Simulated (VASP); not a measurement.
Wanted: the native input for a VASP 6.6.1 run.

- Task: single point
- Functional: PBE
- Dispersion: D3(BJ)
- Potentials or basis: VASP PAW PBE potentials, release 64 (As_d)
- Cutoff: 400 eV
- k mesh: 9 × 9 × 1
- Occupations: gaussian, width 0.05 eV
- Spin: no spin polarisation
- Dipole correction: yes
- Further INCAR settings: ALGO = Normal; EDIFF = 1e-06; NBANDS = 38; NELMDL = -8

The structure of As lies in POSCAR:

```
As
1.0
    3.5713380906      0.0000000000      0.0000000000
   -1.7856690453      3.0928695120      0.0000000000
    0.0000000000      0.0000000000     20.2952802043
As
4
Direct
    0.3333333333      0.6666666667      0.2905917062
    0.6666666667      0.3333333333      0.2217264287
    0.6666666667      0.3333333333      0.5033327996
    0.3333333333      0.6666666667      0.4344675222
```

The input as run:

INCAR

```
  PREC = Accurate
  ENCUT = 400
  EDIFF = 1E-6
  ISMEAR = 0
  SIGMA = 0.05
  LREAL = False
  LASPH = True
  NELM = 120
  ALGO = Normal
  ISIF = 2
  LWAVE = False
  LCHARG = False
  LDIPOL = True
  IDIPOL = 3
  DIPOL = 0.5 0.5 0.363
  GGA = PE
  IVDW = 12
  NBANDS = 38
  GGA_COMPAT = False
  NELMDL = -8
```

KPOINTS

```
Automatic mesh
0
Gamma
  9 9 1
```

Potentials or basis: VASP PAW PBE potentials, release 64 (As_d).

Launch:

```bash
$ cat potpaw_PBE.64/As_d/POTCAR > POTCAR
$ mpirun -np 1 vasp_std > vasp.out
```

It gave:

The largest force is 0.855 eV/Å and the dispersion energy per atom is -0.287 eV.

Run time: 63 s on 1 thread of Intel(R) Xeon(R) 6975P-C (Granite Rapids), on a shared host, peak memory 0.28 GiB.
